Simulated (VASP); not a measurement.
# InO in VASP: a series of runs

The runs below take InO through single point, with PBE+D3(BJ).

Everything below comes from runs of VASP 6.6.1. Logs are shortened: lines on timing, memory, paths and dates and some standing lists are left out, and cuts for length are marked.

## 1. The cell of the first run

The cell holds a slab with vacuum, 4 atoms: a = 3.374 Å, b = 3.374 Å, c = 16.376 Å, α = 90.00°, β = 90.00°, γ = 120.00°.

## 2. Single point, PBE+D3(BJ)

INCAR

```
ALGO = Normal ; EDIFF = 1E-6
ENCUT = 600 ; GGA = PE
GGA_COMPAT = False ; ISIF = 2
ISMEAR = 0 ; IVDW = 12
LASPH = True ; LCHARG = False
LREAL = False ; LWAVE = False
NBANDS = 27 ; NELM = 120
PREC = Accurate ; SIGMA = 0.05
```

KPOINTS

```
k-points
0
Gamma
  12 12 4
```

POSCAR

```
InO
1.0
    3.3744544314      0.0000000000      0.0000000000
   -1.6872272157      2.9223632615      0.0000000000
    0.0000000000      0.0000000000     16.3761147218
In O
2 2
Direct
    0.6666666667      0.3333333333      0.5895266171
    0.6666666667      0.3333333333      0.4104733829
    0.0000000000      0.0000000000      0.6398766426
    0.0000000000      0.0000000000      0.3601233574
```

Potentials or basis: VASP PAW PBE potentials, release 64 (In_d, O).

Started as:

```console
cat potpaw_PBE.64/In_d/POTCAR potpaw_PBE.64/O/POTCAR > POTCAR
mpirun -np 1 vasp_std > vasp.out
```

OUTCAR:

```text
EDIFF = 1E-6
   ENCUT = 600
   GGA = PE
   ISIF = 2
   ISMEAR = 0
   IVDW = 12
   LASPH = True
   LREAL = False
   NELM = 120
   PREC = Accurate
 IVDW          = 12

 ion  position               nearest neighbor table
   1  0.667  0.333  0.590-   3 2.12   3 2.12   3 2.12   2 2.93
   2  0.667  0.333  0.410-   4 2.12   4 2.12   4 2.12   1 2.93
   3  0.000  0.000  0.640-   1 2.12   1 2.12   1 2.12
   4  0.000  0.000  0.360-   2 2.12   2 2.12   2 2.12

  LATTYP: Found a hexagonal cell.
 ALAT       =     3.3744544314
 C/A-ratio  =     4.8529666216

  Lattice vectors:

 A1 = (   3.3744544314,   0.0000000000,   0.0000000000)
 A2 = (  -1.6872272157,   2.9223632615,   0.0000000000)
 A3 = (   0.0000000000,   0.0000000000,  16.3761147218)

Analysis of symmetry for initial positions (statically):
=====================================================================
 Subroutine PRICEL returns:
 Original cell was already a primitive cell.

 Routine SETGRP: Setting up the symmetry group for a
 hexagonal supercell.

 Subroutine GETGRP returns: Found 12 space group operations
 (whereof 12 operations were pure point group operations)
 out of a pool of 24 trial point group operations.

The static configuration has the point symmetry D_3h.

Analysis of symmetry for dynamics (positions and initial velocities):
=====================================================================
 Subroutine PRICEL returns:
 Original cell was already a primitive cell.

 Routine SETGRP: Setting up the symmetry group for a
 hexagonal supercell.

 Subroutine GETGRP returns: Found 12 space group operations
 (whereof 12 operations were pure point group operations)
 out of a pool of 24 trial point group operations.

The dynamic configuration has the point symmetry D_3h.

 Subroutine INISYM returns: Found 12 space group operations
 (whereof 12 operations are pure point group operations),
 and found     1 'primitive' translations

----------------------------------------------------------------------------------------

                                     Primitive cell

  volume of cell :     161.4911

  direct lattice vectors                    reciprocal lattice vectors
     3.374454431  0.000000000  0.000000000     0.296344200  0.171094404  0.000000000
    -1.687227216  2.922363262  0.000000000     0.000000000  0.342188808  0.000000000
     0.000000000  0.000000000 16.376114722     0.000000000  0.000000000  0.061064545

  length of vectors
     3.374454431  3.374454431 16.376114722     0.342188808  0.342188808  0.061064545

  position of ions in fractional coordinates (direct lattice)
     0.666666667  0.333333333  0.589526617
     0.666666667  0.333333333  0.410473383
     0.000000000  0.000000000  0.639876643
     0.000000000  0.000000000  0.360123357

  ion indices of the primitive-cell ions
   primitive index   ion index
                 1           1
                 2           2
                 3           3
                 4           4

----------------------------------------------------------------------------------------

 KPOINTS: k-points

Automatic generation of k-mesh.
 Grid dimensions read from file:
 generate k-points for:   12   12    4

 Generating k-lattice:

  Cartesian coordinates                     Fractional coordinates (reciprocal lattice)
     0.024695350  0.014257867  0.000000000     0.083333333  0.000000000  0.000000000
     0.000000000  0.028515734  0.000000000     0.000000000  0.083333333  0.000000000
     0.000000000  0.000000000  0.015266136     0.000000000  0.000000000  0.250000000

  Length of vectors
     0.028515734  0.028515734  0.015266136

  Shift w.r.t. Gamma in fractional coordinates (k-lattice)
     0.000000000  0.000000000  0.000000000

 Subroutine IBZKPT returns following result:
 ===========================================

 Found     57 irreducible k-points:

 Following reciprocal coordinates:
            Coordinates               Weight
  0.000000  0.000000  0.000000      1.000000
  0.083333 -0.000000  0.000000      6.000000
  0.166667 -0.000000  0.000000      6.000000
  0.250000 -0.000000  0.000000      6.000000
  0.333333 -0.000000  0.000000      6.000000
  0.416667 -0.000000  0.000000      6.000000
[... 16 lines left out ...]
  0.250000 -0.000000  0.250000     12.000000
  0.333333 -0.000000  0.250000     12.000000
 [... further k-points ...]
   k-points           NKPTS =     57   k-points in BZ     NKDIM =     57   number of bands    NBANDS=     27
   number of dos      NEDOS =    301   number of ions     NIONS =      4
   total plane-waves  NPLWV = 109760
   dimension x,y,z NGX =    28 NGY =   28 NGZ =  140
   dimension x,y,z NGXF=    56 NGYF=   56 NGZF=  280
   ions per type =               2   2
   NGX,Y,Z   is equivalent  to a cutoff of  13.79, 13.79, 14.21 a.u.
   NGXF,Y,Z  is equivalent  to a cutoff of  27.59, 27.59, 28.42 a.u.
 SYSTEM =  unknown system
   PREC   = accura    normal or accurate (medium, high low for compatibility)
   ISTART =      0    job   : 0-new  1-cont  2-samecut
   ICHARG =      2    charge: 1-file 2-atom 10-const
   ISPIN  =      1    spin polarized calculation?
   LNONCOLLINEAR =      F non collinear calculations
   LSORBIT =      F    spin-orbit coupling
   LASPH  =      T    aspherical Exc in radial PAW
   ENCUT  =  600.0 eV  44.10 Ry    6.64 a.u.   6.74  6.74 32.71*2*pi/ulx,y,z
   NELM   =    120;   NELMIN=  2; NELMDL= -5     # of ELM steps
   EDIFF  = 0.1E-05   stopping-criterion for ELM
   LREAL  =      F    real-space projection
   EDIFFG = 0.1E-04   stopping-criterion for IOM
   NSW    =      0    number of steps for IOM
   IBRION =     -1    ionic relax: 0-MD 1-quasi-New 2-CG
   NFREE  =      0    steps in history (QN), initial steepest desc. (CG)
   ISIF   =      2    stress and relaxation
   ISYM   =      2    0-nonsym 1-usesym 2-fastsym
   POTIM  = 0.5000    time-step for ionic-motion
   TEBEG  =    0.0;   TEEND  =   0.0 temperature during run
   PSTRESS=    0.0 pullay stress
   NELECT =      38.0000    total number of electrons
   NUPDOWN=      -1.0000    fix difference up-down
   EMIN   =  10.00;   EMAX   =-10.00  energy-range for DOS
   EFERMI =   0.00;   METHOD = LEGACY
   ISMEAR =     0;   SIGMA  =   0.05  broadening in eV -4-tet -1-fermi 0-gaus
   EFERMI_NEDOS =   21; number of points for ismear=-14 and -15
   IALGO  =     38    algorithm
   IMIX   =      4    mixing-type and parameters
     AMIX     =   0.40;   BMIX     =  1.00
     AMIX_MAG =   1.60;   BMIX_MAG =  1.00
  volume/ion in A,a.u.               =      40.37       272.45
  Fermi-wavevector in a.u.,A,eV,Ry     =   1.010694  1.909935 13.898392  1.021503
  Thomas-Fermi vector in A             =   2.143699
   LORBIT       =      0    0 simple, 1 ext, 2 COOP (PROOUT), +10 PAW based schemes
   GGA     = PE    functional components
   LHFCALC =     F    Hartree Fock is set to
   AEXX    =    0.0000 exact exchange contribution
   IVDW    =    12    specifies the selected vdW correction
   LEPSILON=     F    determine dielectric tensor
   LRPA    =     F    only Hartree local field effects (RPA)
 non-spin polarized calculation
 Gauss-broadening in eV      SIGMA  =   0.05
  energy-cutoff  :      600.00
  volume of cell :      161.49
 maximum number of plane-waves:      5418
 NGX is ok and might be reduce to    28

 number of electron      38.0000004 magnetization

 Free energy of the ion-electron system (eV)
  ---------------------------------------------------
  ext. energy  EPLUGINS =         0.00000000
  ---------------------------------------------------
  free energy    TOTEN  =       -19.36108819 eV

  energy without entropy =      -19.36108786  energy(sigma->0) =      -19.36108802

 E-fermi :  -1.3447     XC(G=0):  -4.8769

 val. band max:       -1.4838640151   @ k =   0.3333   0.3333   0.0000
 cond. band min:      -1.2115690544   @ k =   0.0000   0.0000   0.5000
 fundamental gap:      0.2722949608
 Fermi energy:        -1.3447117054

 k-point     1 :       0.0000    0.0000    0.0000
  band No.  band energies     occupation
      1     -19.5407      2.00000
      2     -19.5244      2.00000
      3     -15.1966      2.00000
      4     -15.1966      2.00000
      5     -15.1630      2.00000
      6     -15.1630      2.00000
[... 19 lines left out ...]
     26       8.3941      0.00000
     27       8.3941      0.00000

 k-point     2 :       0.0833   -0.0000    0.0000
  band No.  band energies     occupation
      1     -19.5291      2.00000
      2     -19.5138      2.00000
      3     -15.2011      2.00000
      4     -15.1759      2.00000
      5     -15.1425      2.00000
      6     -15.1413      2.00000
[... 19 lines left out ...]
     26       7.3933      0.00000
     27       8.2370      0.00000

 k-point     3 :       0.1667   -0.0000    0.0000
  band No.  band energies     occupation
      1     -19.4998      2.00000
      2     -19.4871      2.00000
      3     -15.1908      2.00000
      4     -15.1222      2.00000
      5     -15.0824      2.00000
      6     -15.0815      2.00000
[... 19 lines left out ...]
     26       6.9226      0.00000
     27       7.8873      0.00000

 k-point     4 :       0.2500   -0.0000    0.0000
  band No.  band energies     occupation
      1     -19.4656      2.00000
      2     -19.4557      2.00000
      3     -15.1612      2.00000
      4     -15.0626      2.00000
      5     -15.0055      2.00000
      6     -15.0052      2.00000
[... 19 lines left out ...]
     26       7.4354      0.00000
     27       7.5148      0.00000

 k-point     5 :       0.3333   -0.0000    0.0000
  band No.  band energies     occupation
      1     -19.4382      2.00000
      2     -19.4301      2.00000
      3     -15.1412      2.00000
      4     -15.0289      2.00000
      5     -14.9835      2.00000
      6     -14.9764      2.00000
[... 19 lines left out ...]
     26       7.2264      0.00000
     27       7.9673      0.00000

 k-point     6 :       0.4167   -0.0000    0.0000
  band No.  band energies     occupation
      1     -19.4222      2.00000
      2     -19.4150      2.00000
      3     -15.1432      2.00000
      4     -15.0200      2.00000
      5     -14.9824      2.00000
      6     -14.9729      2.00000
[... 444 lines left out ...]
      1     -19.5291      2.00000
      2     -19.5138      2.00000
      3     -15.2011      2.00000
      4     -15.1759      2.00000
      5     -15.1425      2.00000
      6     -15.1413      2.00000
[... 19 lines left out ...]
     26       7.3923      0.00000
     27       8.2370      0.00000

 k-point    22 :       0.1667   -0.0000    0.2500
  band No.  band energies     occupation
      1     -19.4998      2.00000
      2     -19.4871      2.00000
      3     -15.1908      2.00000
      4     -15.1222      2.00000
      5     -15.0824      2.00000
      6     -15.0815      2.00000
[... 19 lines left out ...]
     26       7.3355      0.00000
     27       7.8863      0.00000

 k-point    23 :       0.2500   -0.0000    0.2500
  band No.  band energies     occupation
      1     -19.4656      2.00000
      2     -19.4557      2.00000
      3     -15.1612      2.00000
      4     -15.0626      2.00000
      5     -15.0054      2.00000
      6     -15.0052      2.00000
[... 19 lines left out ...]
     26       7.0990      0.00000
     27       7.5176      0.00000

 k-point    24 :       0.3333   -0.0000    0.2500
  band No.  band energies     occupation
      1     -19.4382      2.00000
      2     -19.4301      2.00000
      3     -15.1412      2.00000
      4     -15.0289      2.00000
      5     -14.9835      2.00000
      6     -14.9764      2.00000
[... 19 lines left out ...]
     26       7.2264      0.00000
     27       7.6202      0.00000

 [... further k-points ...]

------------------------ aborting loop because EDIFF is reached ----------------------------------------

 Edisp (eV)   -0.58620

 E8    (eV) :    -0.2740

  FORCE on cell =-STRESS in cart. coord.  units (eV):
  Direction    XX          YY          ZZ          XY          YZ          ZX
  --------------------------------------------------------------------------------------
  -------------------------------------------------------------------------------------
  Total       1.87150     1.87150    -1.08364     0.00000     0.00000     0.00000
  in kB      18.56743    18.56743   -10.75092     0.00000     0.00000     0.00000
  external pressure =        8.79 kB  Pullay stress =        0.00 kB

 VOLUME and BASIS-vectors are now :
 -----------------------------------------------------------------------------
  energy-cutoff  :      600.00
  volume of cell :      161.49
      direct lattice vectors                 reciprocal lattice vectors
     3.374454431  0.000000000  0.000000000     0.296344200  0.171094404  0.000000000
    -1.687227216  2.922363262  0.000000000     0.000000000  0.342188808  0.000000000
     0.000000000  0.000000000 16.376114722     0.000000000  0.000000000  0.061064545

 POSITION                                       TOTAL-FORCE (eV/Angst)
 -----------------------------------------------------------------------------------
      1.68723      0.97412      9.65416        -0.000000      0.000000     -0.522374
      1.68723      0.97412      6.72196         0.000000     -0.000000      0.522374
      0.00000      0.00000     10.47869         0.000000     -0.000000      0.118147
      0.00000      0.00000      5.89742         0.000000     -0.000000     -0.118147
 -----------------------------------------------------------------------------------
    total drift:                               -0.000001      0.000000      0.000000

  FREE ENERGIE OF THE ION-ELECTRON SYSTEM (eV)
  ---------------------------------------------------
  free  energy   TOTEN  =       -19.9472877973 eV

  energy  without entropy=      -19.9472874650  energy(sigma->0) =      -19.94728763
```

Wall time 4.6 min (1 thread of Intel Xeon 6975P-C (Granite Rapids), shared host); peak memory 0.47 GiB.

Results:

| Quantity | Value |
| --- | --- |
| Free energy | -19.9473 eV |
| Largest force | 0.522 eV/Å |
| Band gap on the k mesh | 0.27 eV (least direct gap 1.23 eV) |
| Dispersion energy per atom | -0.147 eV |

Forces on the atoms (eV/Å):
```
In   0.000  0.000 -0.522
In   0.000  0.000  0.522
O    0.000  0.000  0.118
O    0.000  0.000 -0.118
```

Levels at points of the mesh, in eV from the valence-band top:
```tsv
k point	band 16	band 17	band 18	band 19	band 20	band 21	band 22	band 23
(0.00, 0.00, 0.00)	-1.85	-1.83	-1.83	-0.96	0.27	3.21	6.05	6.11
(0.50, 0.00, 0.00)	-2.77	-2.69	-2.30	-0.35	2.18	4.12	5.03	7.10
(0.00, 0.00, 0.50)	-1.85	-1.83	-1.83	-0.96	0.27	3.21	5.85	6.52
(0.50, 0.00, 0.50)	-2.77	-2.69	-2.30	-0.35	2.18	4.12	5.03	7.10
```

Caveat: spin-orbit coupling is left out, which moves the levels of the heavy elements.

## 3. Single point, PBE+D3(BJ)

This run uses another cell than the first one, of the same volume but with other edges.

INCAR

```
PREC = Accurate
ENCUT = 600
EDIFF = 1E-6
ISMEAR = 0
SIGMA = 0.05
LREAL = F
LASPH = T
NELM = 120
ALGO = Normal
ISIF = 2
LWAVE = F
LCHARG = F
GGA = PE
IVDW = 12
NBANDS = 27
GGA_COMPAT = F
```

KPOINTS

```
Automatic mesh
0
Gamma
  12 12 4
```

POSCAR

```
InO
1.0
    3.6946219423      0.0000000000      0.0000000000
   -1.8473109712      3.1996364594      0.0000000000
    0.0000000000      0.0000000000     13.6608586402
In O
2 2
Direct
    0.6666666667      0.3333333333      0.5895266171
    0.6666666667      0.3333333333      0.4104733829
    0.0000000000      0.0000000000      0.6398766426
    0.0000000000      0.0000000000      0.3601233574
```

Potentials or basis: VASP PAW PBE potentials, release 64 (In_d, O).

Started as:

```console
cat potpaw_PBE.64/In_d/POTCAR potpaw_PBE.64/O/POTCAR > POTCAR
mpirun -np 1 vasp_std > vasp.out
```

It took 11 min on 1 thread of Intel Xeon 8259CL, shared host; peak memory 0.48 GiB.

It converged, with:

```
Free energy                : -18.9541 eV
Largest force              : 3.822 eV/Å
Band gap on the k mesh     : 0.19 eV (least direct gap 0.81 eV)
Dispersion energy per atom : -0.133 eV
```

Forces in eV/Å, atoms in the order of the input:
```
In   0.000  0.000  3.822
In   0.000  0.000 -3.822
O    0.000  0.000 -0.173
O    0.000  0.000  0.173
```

Levels at points of the mesh, in eV from the valence-band top:
| k point | band 15 | band 16 | band 17 | band 18 | band 19 | band 20 | band 21 | band 22 | band 23 | band 24 |
| --- | --- | --- | --- | --- | --- | --- | --- | --- | --- | --- |
| (0.00, 0.00, 0.00) | -1.61 | -1.61 | -1.52 | -1.52 | -0.62 | 0.19 | 3.41 | 5.97 | 6.38 | 7.35 |
| (0.50, 0.00, 0.00) | -2.44 | -2.32 | -2.19 | -1.22 | -0.27 | 2.24 | 3.78 | 5.91 | 6.21 | 7.08 |
| (0.00, 0.00, 0.50) | -1.61 | -1.61 | -1.52 | -1.52 | -0.62 | 0.19 | 3.42 | 5.76 | 6.82 | 7.35 |
| (0.50, 0.00, 0.50) | -2.44 | -2.32 | -2.19 | -1.22 | -0.27 | 2.24 | 3.78 | 5.92 | 6.21 | 7.08 |

Caveat: spin-orbit coupling is left out, which moves the levels of the heavy elements.
